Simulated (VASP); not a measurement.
Set up this calculation in VASP 6.6.1, as the native input.

```
Task                   : single point
Functional             : PBE
Potentials or basis    : VASP PAW PBE potentials, release 64 (Li_sv, Be, Ge_d, Te)
Cutoff                 : 520 eV
k mesh                 : 6 × 6 × 6
Occupations            : gaussian, width 0.01 eV
Spin                   : no spin polarisation
Dipole correction      : no
Further INCAR settings : ALGO = Normal; EDIFF = 1e-07; NBANDS = 33
```

The structure of Li2BeGeTe4 lies in POSCAR:

```
Li2BeGeTe4
1.0
   -2.9232241607      2.9232241607      6.4989176525
    2.9232241607     -2.9232241607      6.4989176525
    2.9232241607      2.9232241607     -6.4989176525
Li Be Ge Te
2 1 1 4
Direct
    0.7500000000      0.2500000000      0.5000000000
    0.2500000000      0.7500000000      0.5000000000
    0.0000000000      0.0000000000      0.0000000000
    0.5000000000      0.5000000000      0.0000000000
    0.8754050380      0.8754050380      0.5199010201
    0.1245949620      0.6444959820      0.0000000000
    0.6444959820      0.1245949620      0.0000000000
    0.3555040180      0.3555040180      0.4800989799
```

These files were run (other wordings do the same):

INCAR

```
SYSTEM = Li2BeGeTe4
PREC = Accurate
ENCUT = 520
EDIFF = 1E-7
ISMEAR = 0
SIGMA = 0.01
LREAL = .False.
LASPH = .True.
NELM = 80
ALGO = Normal
ISIF = 2
LWAVE = .False.
LCHARG = .True.
GGA = PE
LELF = .True.
LVHAR = .True.
NBANDS = 33
```

KPOINTS

```
regular mesh
0
Gamma
  6 6 6
  0 0 0
```

Potentials or basis: VASP PAW PBE potentials, release 64 (Li_sv, Be, Ge_d, Te).

Launch:

```console
$ cat potpaw_PBE.64/Li_sv/POTCAR potpaw_PBE.64/Be/POTCAR potpaw_PBE.64/Ge_d/POTCAR potpaw_PBE.64/Te/POTCAR > POTCAR
$ mpirun -np 1 vasp_std > vasp.out
```

It gave:

```
Largest force          : 0.208 eV/Å
Band gap on the k mesh : 0.21 eV (least direct gap 0.29 eV)
```

Caveat: semilocal functionals underestimate gaps, and a narrow one can read as zero; spin-orbit coupling is left out, which moves the levels of the heavy elements.

Wall time 3.3 min on 1 thread of AMD EPYC 9R45 96-Core Processor (Zen 5) (shared host), peak memory 0.6 GiB.
